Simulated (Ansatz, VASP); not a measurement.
**K2NaBCl6: VASP beside Ansatz**

File POSCAR:

```
K2NaBCl6
1.0
    5.5945072000      0.0000000000      0.0000000000
    0.0888661000      5.5945047000      0.0000000000
    0.8459569000      0.8231893000      8.9570094000
K Na B Cl
2 1 1 6
Direct
    0.5730620000      0.5397650000      0.2888010000
    0.4586440000      0.4313880000      0.7168230000
    0.0246910000      0.9799490000      0.4997280000
    0.0776210000      0.9184440000      0.9991640000
    0.4036390000      0.9674500000      0.0028550000
    0.5202640000      0.9732870000      0.5156380000
    0.0204130000      0.5939720000      0.9955690000
    0.0338810000      0.4847470000      0.4836940000
    0.9133080000      0.0258420000      0.1710190000
    0.9744780000      0.0851570000      0.8267090000
```

Contents of INCAR.step1:

```
SYSTEM = K2NaBCl6
ALGO = Normal
EDIFF = 1E-4
ENCUT = 520
GGA = PE
ISMEAR = 0
LASPH = .True.
LCHARG = .False.
LREAL = .False.
LWAVE = .True.
NBANDS = 46
NELM = 80
PREC = Accurate
SIGMA = 0.02
```

Contents of INCAR.step2:

```
SYSTEM = K2NaBCl6
ALGO = Normal
EDIFF = 1E-6
ENCUT = 520
ISIF = 2
ISMEAR = 0
ISTART = 1
LASPH = .True.
LCHARG = .False.
LMIXTAU = .True.
LREAL = .False.
LWAVE = .False.
METAGGA = R2SCAN
NBANDS = 46
NELM = 80
PREC = Accurate
SIGMA = 0.02
```

The input KPOINTS:

```
k-points
0
Gamma
  4 4 4
  0 0 0
```

Input for Ansatz:

```yaml
crystal:
  lattice:
    - [5.5945072, 0.0, 0.0]
    - [0.0888661, 5.5945047, 0.0]
    - [0.8459569, 0.8231893, 8.9570094]
  atoms:
    - { symbol: K, position: [0.573062, 0.539765, 0.288801] }
    - { symbol: K, position: [0.458644, 0.431388, 0.716823] }
    - { symbol: Na, position: [0.024691, 0.979949, 0.499728] }
    - { symbol: B, position: [0.077621, 0.918444, 0.999164] }
    - { symbol: Cl, position: [0.403639, 0.96745, 0.002855] }
    - { symbol: Cl, position: [0.520264, 0.973287, 0.515638] }
    - { symbol: Cl, position: [0.020413, 0.593972, 0.995569] }
    - { symbol: Cl, position: [0.033881, 0.484747, 0.483694] }
    - { symbol: Cl, position: [0.913308, 0.025842, 0.171019] }
    - { symbol: Cl, position: [0.974478, 0.085157, 0.826709] }
basis:
  ecutwfc: 500
kpoints:
  mp_grid: { grid: [4, 4, 4] }
  band_path:
    path:
      - [[0.0, 0.0, 0.0], [0.0, -0.5, 0.0]]
      - [[-0.5, 0.0, 0.0], [0.0, 0.0, 0.0], [0.0, 0.0, -0.5]]
      - [[-0.5, -0.5, -0.5], [0.0, 0.0, 0.0], [-0.5, 0.0, -0.5]]
      - [[0.0, -0.5, -0.5], [0.0, 0.0, 0.0], [-0.5, -0.5, 0.0]]
    npoints: 14
hamiltonian:
  xc: r2scan
scf:
  occupations: { method: gaussian, width: 0.02 }
  n_extra_bands: 25
output:
  forces: true
  stress: true
  eigenvalues: true
  populations: true
  dos: { projected: true, de: 0.02, nscf_kmesh: { grid: [6, 6, 6] } }
  bader: true
```

Alike in both runs: task single point; functional r2SCAN; k mesh 4 × 4 × 4; occupations gaussian, width 0.02 eV; no spin polarisation.

```csv
,VASP,Ansatz
version,VASP 6.6.1,Ansatz 0.2.0
potentials or method,"VASP PAW PBE potentials, release 64 (K_sv, Na_pv, B, Cl), cutoff 520 eV","scalar-relativistic, plane waves, PAW"
valence electrons in the cell,70,72
```

|  | VASP | Ansatz | Ansatz less VASP |
| --- | --- | --- | --- |
| gap on the k mesh at the Fermi level (eV) | 5.54 | 5.53 | -0.005 |
| least direct gap on the mesh (eV) | 5.63 | 5.62 | -0.004 |
| pressure (GPa) | -1.0 | -0.9 | +0.14 |
| rms of the force components (eV/Å) | 0.039 | 0.026 | -0.0125 |

VASP's potentials were made for PBE, not for r2SCAN. Atom by atom the forces differ by 0.013 eV/Å (rms over components). VASP's potentials hold 70 valence electrons a cell and Ansatz's 72, so a difference there can come from the potentials and not from the codes.
